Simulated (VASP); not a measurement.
# Si in VASP: single point with PBE

Aim: the single point of Si with PBE.

All numbers are computed with VASP 6.6.1; they aren't measurements. Logs are shortened: lines on timing, memory, paths and dates and some standing lists are left out, and cuts for length are marked.

### Step 1. The cell of the first run

The cell holds a slab with vacuum, 18 atoms: a = 3.868 Å, b = 11.603 Å, c = 30.584 Å, α = 90.00°, β = 90.00°, γ = 90.00°.

### Step 2. Single point, PBE

Input file INCAR:

```
PREC = Accurate
ENCUT = 520
EDIFF = 1E-6
ISMEAR = 0
SIGMA = 0.05
LREAL = Auto
LASPH = True
NELM = 60
ALGO = Fast
ISIF = 2
LWAVE = False
LCHARG = False
LDIPOL = True
IDIPOL = 3
DIPOL = 0.5 0.5 0.357
GGA = PE
NBANDS = 51
```

Input file KPOINTS:

```
Automatic mesh
0
Gamma
  7 3 1
```

Input file POSCAR:

```
Si
1.0
    3.8677061051      0.0000000000      0.0000000000
    0.0000000000     11.6031183152      0.0000000000
    0.0000000000      0.0000000000     30.5838982725
Si
18
Direct
    0.0000000000      0.1257818404      0.2441250830
    0.0000000000      0.4728535486      0.2458811434
    0.0000000000      0.8007205741      0.2446262732
    0.0000000000     -0.0372533496      0.2919991765
    0.0000000000      0.2977483131      0.2861742059
    0.0000000000      0.6391900461      0.2920413564
    0.5000000000     -0.0387823755      0.3371942158
    0.5000000000      0.2985164322      0.3304944853
    0.5000000000      0.6406084972      0.3371274450
    0.5000000000      0.8010973733      0.3864776099
    0.5000000000      0.1353096103      0.3764090986
    0.5000000000      0.4643341802      0.3746193647
    0.0000000000      0.8007646189      0.4345456128
    0.0000000000      0.1323238064      0.4217530765
    0.0000000000      0.4637397102      0.4193355470
    0.0000000000      0.6174424192      0.4664784487
    0.0000000000     -0.0197166340      0.4697455829
    0.0000000000      0.3002508351      0.4621829627
```

Potentials or basis: VASP PAW PBE potentials, release 64 (Si).

The run is started by

```console
$ cat potpaw_PBE.64/Si/POTCAR > POTCAR
$ mpirun -np 1 vasp_std > vasp.out
```

OUTCAR:

```text
PREC = Accurate
   ENCUT = 520
   EDIFF = 1E-6
   ISMEAR = 0
   LREAL = Auto
   LASPH = True
   NELM = 60
   ISIF = 2
   GGA = PE

 ion  position               nearest neighbor table
   1  0.000  0.126  0.244-   5 2.37   4 2.39
   2  0.000  0.473  0.246-   5 2.38   6 2.39
   3  0.000  0.801  0.245-   6 2.37   4 2.37
   4  0.000  0.963  0.292-   3 2.37   7 2.38   7 2.38   1 2.39
   5  0.000  0.298  0.286-   8 2.36   8 2.36   1 2.37   2 2.38
   6  0.000  0.639  0.292-   3 2.37   9 2.38   9 2.38   2 2.39
   7  0.500  0.961  0.337-  11 2.35   4 2.38   4 2.38  10 2.39
   8  0.500  0.299  0.330-  12 2.35  11 2.36   5 2.36   5 2.36
   9  0.500  0.641  0.337-  12 2.34   6 2.38   6 2.38  10 2.40
  10  0.500  0.801  0.386-   7 2.39   9 2.40  13 2.43  13 2.43
  11  0.500  0.135  0.376-   7 2.35   8 2.36  14 2.38  14 2.38
  12  0.500  0.464  0.375-   9 2.34   8 2.35  15 2.37  15 2.37
  13  0.000  0.801  0.435-  16 2.34  17 2.34  10 2.43  10 2.43
  14  0.000  0.132  0.422-  17 2.29  18 2.31  11 2.38  11 2.38
  15  0.000  0.464  0.419-  16 2.29  18 2.31  12 2.37  12 2.37
  16  0.000  0.617  0.466-  15 2.29  13 2.34
  17  0.000  0.980  0.470-  14 2.29  13 2.34
  18  0.000  0.300  0.462-  15 2.31  14 2.31

  LATTYP: Found a simple orthorhombic cell.
 ALAT       =     3.8677061051
 B/A-ratio  =     3.0000000000
 C/A-ratio  =     7.9075031663

  Lattice vectors:

 A1 = (   3.8677061051,   0.0000000000,   0.0000000000)
 A2 = (   0.0000000000,  11.6031183152,   0.0000000000)
 A3 = (   0.0000000000,   0.0000000000,  30.5838982725)

Analysis of symmetry for initial positions (statically):
=====================================================================
 Subroutine PRICEL returns:
 Original cell was already a primitive cell.

 Routine SETGRP: Setting up the symmetry group for a
 simple orthorhombic supercell.

 Subroutine GETGRP returns: Found  2 space group operations
 (whereof  2 operations were pure point group operations)
 out of a pool of  8 trial point group operations.

The static configuration has the point symmetry C_1h.

Analysis of symmetry for dynamics (positions and initial velocities):
=====================================================================
 Subroutine PRICEL returns:
 Original cell was already a primitive cell.

 Routine SETGRP: Setting up the symmetry group for a
 simple orthorhombic supercell.

 Subroutine GETGRP returns: Found  2 space group operations
 (whereof  2 operations were pure point group operations)
 out of a pool of  8 trial point group operations.

The dynamic configuration has the point symmetry C_1h.

 Subroutine INISYM returns: Found  2 space group operations
 (whereof  2 operations are pure point group operations),
 and found     1 'primitive' translations

----------------------------------------------------------------------------------------

                                     Primitive cell

  volume of cell :    1372.5274

  direct lattice vectors                    reciprocal lattice vectors
     3.867706105  0.000000000  0.000000000     0.258551186  0.000000000  0.000000000
     0.000000000 11.603118315  0.000000000     0.000000000  0.086183729  0.000000000
     0.000000000  0.000000000 30.583898273     0.000000000  0.000000000  0.032696944

  length of vectors
     3.867706105 11.603118315 30.583898273     0.258551186  0.086183729  0.032696944

  position of ions in fractional coordinates (direct lattice)
     0.000000000  0.125781840  0.244125083
     0.000000000  0.472853549  0.245881143
     0.000000000  0.800720574  0.244626273
     0.000000000  0.962746650  0.291999176
     0.000000000  0.297748313  0.286174206
     0.000000000  0.639190046  0.292041356
[... 10 lines left out ...]
     0.000000000  0.980283366  0.469745583
     0.000000000  0.300250835  0.462182963

  ion indices of the primitive-cell ions
   primitive index   ion index
                 1           1
                 2           2
                 3           3
                 4           4
                 5           5
                 6           6
[... 10 lines left out ...]
                17          17
                18          18

----------------------------------------------------------------------------------------

 KPOINTS: Automatic mesh

Automatic generation of k-mesh.
 Grid dimensions read from file:
 generate k-points for:    7    3    1

 Generating k-lattice:

  Cartesian coordinates                     Fractional coordinates (reciprocal lattice)
     0.036935884  0.000000000  0.000000000     0.142857143  0.000000000  0.000000000
     0.000000000  0.028727910  0.000000000     0.000000000  0.333333333  0.000000000
     0.000000000  0.000000000  0.032696944     0.000000000  0.000000000  1.000000000

  Length of vectors
     0.036935884  0.028727910  0.032696944

  Shift w.r.t. Gamma in fractional coordinates (k-lattice)
     0.000000000  0.000000000  0.000000000

 Subroutine IBZKPT returns following result:
 ===========================================

 Found      8 irreducible k-points:

 Following reciprocal coordinates:
            Coordinates               Weight
  0.000000  0.000000  0.000000      1.000000
  0.142857  0.000000  0.000000      2.000000
  0.285714  0.000000  0.000000      2.000000
  0.428571  0.000000  0.000000      2.000000
  0.000000  0.333333  0.000000      2.000000
  0.142857  0.333333  0.000000      4.000000
  0.285714  0.333333  0.000000      4.000000
  0.428571  0.333333  0.000000      4.000000
   k-points           NKPTS =      8   k-points in BZ     NKDIM =      8   number of bands    NBANDS=     51
   number of dos      NEDOS =    301   number of ions     NIONS =     18
   total plane-waves  NPLWV = 648000
   dimension x,y,z NGX =    30 NGY =   90 NGZ =  240
   dimension x,y,z NGXF=    60 NGYF=  180 NGZF=  480
   ions per type =              18
   NGX,Y,Z   is equivalent  to a cutoff of  12.89, 12.89, 13.05 a.u.
   NGXF,Y,Z  is equivalent  to a cutoff of  25.79, 25.79, 26.09 a.u.
 SYSTEM =  unknown system
   PREC   = accura    normal or accurate (medium, high low for compatibility)
   ISTART =      0    job   : 0-new  1-cont  2-samecut
   ICHARG =      2    charge: 1-file 2-atom 10-const
   ISPIN  =      1    spin polarized calculation?
   LNONCOLLINEAR =      F non collinear calculations
   LSORBIT =      F    spin-orbit coupling
   LASPH  =      T    aspherical Exc in radial PAW
   ENCUT  =  520.0 eV  38.22 Ry    6.18 a.u.   7.19 21.57 56.87*2*pi/ulx,y,z
   NELM   =     60;   NELMIN=  2; NELMDL= -5     # of ELM steps
   EDIFF  = 0.1E-05   stopping-criterion for ELM
   LREAL  =      T    real-space projection
   EDIFFG = 0.1E-04   stopping-criterion for IOM
   NSW    =      0    number of steps for IOM
   IBRION =     -1    ionic relax: 0-MD 1-quasi-New 2-CG
   NFREE  =      0    steps in history (QN), initial steepest desc. (CG)
   ISIF   =      2    stress and relaxation
   ISYM   =      2    0-nonsym 1-usesym 2-fastsym
   POTIM  = 0.5000    time-step for ionic-motion
   TEBEG  =    0.0;   TEEND  =   0.0 temperature during run
   PSTRESS=    0.0 pullay stress
   NELECT =      72.0000    total number of electrons
   NUPDOWN=      -1.0000    fix difference up-down
   EMIN   =  10.00;   EMAX   =-10.00  energy-range for DOS
   EFERMI =   0.00;   METHOD = LEGACY
   ISMEAR =     0;   SIGMA  =   0.05  broadening in eV -4-tet -1-fermi 0-gaus
   EFERMI_NEDOS =   21; number of points for ismear=-14 and -15
   IALGO  =     68    algorithm
   IMIX   =      4    mixing-type and parameters
     AMIX     =   0.40;   BMIX     =  1.00
     AMIX_MAG =   1.60;   BMIX_MAG =  1.00
  volume/ion in A,a.u.               =      76.25       514.57
  Fermi-wavevector in a.u.,A,eV,Ry     =   0.612837  1.158095  5.109937  0.375570
  Thomas-Fermi vector in A             =   1.669270
   LORBIT       =      0    0 simple, 1 ext, 2 COOP (PROOUT), +10 PAW based schemes
   GGA     = PE    functional components
   LHFCALC =     F    Hartree Fock is set to
   AEXX    =    0.0000 exact exchange contribution
   IVDW    =     0    specifies the selected vdW correction
   LEPSILON=     F    determine dielectric tensor
   LRPA    =     F    only Hartree local field effects (RPA)
 non-spin polarized calculation
 RMM-DIIS sequential band-by-band and
 Gauss-broadening in eV      SIGMA  =   0.05
  energy-cutoff  :      520.00
  volume of cell :     1372.53
 maximum number of plane-waves:     36994
 NGX is ok and might be reduce to    30
   NGX = 15   NGY = 43   NGZ =113

 dipolmoment           0.000000      0.000000      0.001976 electrons x Angstroem

 number of electron      71.9999997 magnetization

 dipolmoment           0.000000      0.000000     -0.037040 electrons x Angstroem

 Free energy of the ion-electron system (eV)
  ---------------------------------------------------
  ext. energy  EPLUGINS =         0.00000000
  ---------------------------------------------------
  free energy    TOTEN  =       -85.59717900 eV

  energy without entropy =      -85.57656340  energy(sigma->0) =      -85.58687120

 E-fermi :  -2.4293     XC(G=0):  -3.1238

 val. band max:       -2.4414007026   @ k =   0.2857   0.0000   0.0000
 cond. band min:      -2.4149660385   @ k =   0.2857   0.0000   0.0000
 fundamental gap:      0.0264346640
 Fermi energy:        -2.4292935680

 k-point     1 :       0.0000    0.0000    0.0000
  band No.  band energies     occupation
      1     -13.7222      2.00000
      2     -12.8463      2.00000
      3     -12.7792      2.00000
      4     -12.5672      2.00000
      5     -11.8813      2.00000
      6     -11.7815      2.00000
[... 40 lines left out ...]
     47       0.0127      0.00000
     48       0.1449      0.00000
[... 355 lines left out ...]
     47       0.6152      0.00000
     48       0.6979      0.00000
 [bands above 48 left out]

------------------------ aborting loop because EDIFF is reached ----------------------------------------

 vacuum level on the upper side and lower side of the slab       (xc-potential included)        -0.081         0.066

  FORCE on cell =-STRESS in cart. coord.  units (eV):
  Direction    XX          YY          ZZ          XY          YZ          ZX
  --------------------------------------------------------------------------------------
  -------------------------------------------------------------------------------------
  Total      -10.1926223     -0.7297218      0.7403782      0.0000000     -0.0231476      0.0000000
  in kB      -11.8980417     -0.8518182      0.8642575      0.0000000     -0.0270206      0.0000000
  external PRESSURE =      -3.9618675 kB  Pullay stress =       0.0000000 kB

 VOLUME and BASIS-vectors are now :
 -----------------------------------------------------------------------------
  energy-cutoff  :      520.00
  volume of cell :     1372.53
      direct lattice vectors                 reciprocal lattice vectors
     3.867706105  0.000000000  0.000000000     0.258551186  0.000000000  0.000000000
     0.000000000 11.603118315  0.000000000     0.000000000  0.086183729  0.000000000
     0.000000000  0.000000000 30.583898273     0.000000000  0.000000000  0.032696944

 POSITION                                       TOTAL-FORCE (eV/Angst)
 -----------------------------------------------------------------------------------
      0.00000      1.45946      7.46630         0.000000     -0.015520      0.163195
      0.00000      5.48658      7.52000         0.000000      0.005183      0.146777
      0.00000      9.29086      7.48163         0.000000      0.010309      0.124376
      0.00000     11.17086      8.93047         0.000000     -0.011536     -0.115984
      0.00000      3.45481      8.75232         0.000000      0.024272     -0.182109
      0.00000      7.41660      8.93176         0.000000     -0.019146     -0.143991
[... 10 lines left out ...]
      0.00000     11.37434     14.36665         0.000000     -0.542344      0.526573
      0.00000      3.48385     14.13536         0.000000     -0.020760      0.605118
 -----------------------------------------------------------------------------------
    total drift:                               -0.000000     -0.017356      0.002734

  FREE ENERGIE OF THE ION-ELECTRON SYSTEM (eV)
  ---------------------------------------------------
  free  energy   TOTEN  =       -85.5971790028 eV

  energy  without entropy=      -85.5765633971  energy(sigma->0) =      -85.58687120

 vacuum level on the upper side and lower side of the slab         2.828         2.978
```

It took 31 min on 1 thread of Oxide Virtual Turin-like, shared host; peak memory 1.2 GiB.

Results:

```yaml
Free_energy: -85.5972 eV
Largest_force: 0.918 eV/Å
Band_gap_on_the_k_mesh: zero (bands 36 and 37 overlap by 0.72 eV)
```

Forces in eV/Å, atoms in the order of the input:
```
Si   0.000 -0.016  0.163
Si   0.000  0.005  0.147
Si   0.000  0.010  0.124
Si   0.000 -0.012 -0.116
Si   0.000  0.024 -0.182
Si   0.000 -0.019 -0.144
Si   0.000 -0.005  0.000
Si   0.000  0.000  0.030
Si   0.000  0.012  0.002
Si   0.000 -0.054  0.093
Si   0.000 -0.122  0.164
Si   0.000  0.132  0.112
Si   0.000  0.018 -0.918
Si   0.000  0.155 -0.647
Si   0.000 -0.123 -0.512
Si   0.000  0.556  0.552
Si   0.000 -0.542  0.527
Si   0.000 -0.021  0.605
```

Levels at points of the mesh, in eV from the Fermi level:
```tsv
k point	band 31	band 32	band 33	band 34	band 35	band 36	band 37	band 38	band 39	band 40
(0.00, 0.00, 0.00)	-0.82	-0.80	-0.34	-0.07	0.03	0.43	1.15	1.27	1.61	2.12
```

The gap in the log of VASP goes by the Fermi energy; the results here count the filled bands.